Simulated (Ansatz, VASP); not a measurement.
Two plane-wave programs on Al

POSCAR

```
Al
1.0
    4.5169641197      0.0000000000      0.0000000000
   -2.2584820599      3.9118056756      0.0000000000
    0.0000000000      0.0000000000      2.8013412270
Al
3
Direct
    1.0000000000      1.0000000000      0.0000000000
    0.3333333333      0.6666666667      0.5000000000
    0.6666666667      0.3333333333      0.5000000000
```

File INCAR.step1:

```
ALGO = Normal
EDIFF = 1E-4
ENCUT = 520
GGA = PE
ISMEAR = -1
LASPH = T
LCHARG = F
LREAL = F
LWAVE = T
NBANDS = 12
NELM = 100
PREC = Accurate
SIGMA = 0.1
```

INCAR.step2

```
ALGO = Normal
EDIFF = 1E-6
ENCUT = 520
ISIF = 2
ISMEAR = -1
ISTART = 1
LASPH = T
LCHARG = T
LELF = T
LMIXTAU = T
LREAL = F
LVHAR = T
LWAVE = F
METAGGA = R2SCAN
NBANDS = 12
NELM = 100
PREC = Accurate
SIGMA = 0.1
```

Contents of KPOINTS:

```
k-points
0
Gamma
  9 9 13
```

Input for Ansatz:

```yaml
crystal:
  lattice:
    - [4.5169641197, 0.0, 0.0]
    - [-2.2584820599, 3.9118056756, 0.0]
    - [0.0, 0.0, 2.801341227]
  atoms:
    - { symbol: Al, position: [1.0, 1.0, 0.0] }
    - { symbol: Al, position: [0.3333333333, 0.6666666667, 0.5] }
    - { symbol: Al, position: [0.6666666667, 0.3333333333, 0.5] }
hamiltonian:
  xc: r2scan
  pseudopotentials:
    kind: paw
    azcp:
      Al: "pseudopotentials/Al.paw.azcp"
basis:
  ecutwfc: 500
  fft_grid_basis: typed
kpoints:
  mp_grid: { grid: [9, 9, 13], shift: [0, 0, 0] }
magnetization:
  spin_polarized: false
scf:
  occupations: { method: fermi_dirac, width: 0.1 }
  lower_state_search: "off"
output:
  stress: true
```

Alike in both runs: task single point; functional r2SCAN; k mesh 9 × 9 × 13; occupations fermi-dirac, width 0.1 eV; no spin polarisation.

```csv
,VASP,Ansatz
version,VASP 6.6.1,Ansatz 0.2.0
potentials or method,"VASP PAW PBE potentials, release 64 (Al), cutoff 520 eV","plane waves (500 eV) with PAW, scalar-relativistic"
valence electrons in the cell,9,9
```

```tsv
	VASP	Ansatz	Ansatz less VASP
pressure (GPa)	-0.4	-0.1	+0.29
traceless stress, the component that is largest in VASP (GPa)	-2.02	-2.04	-0.012
```

VASP's potentials were made for PBE, not for r2SCAN.
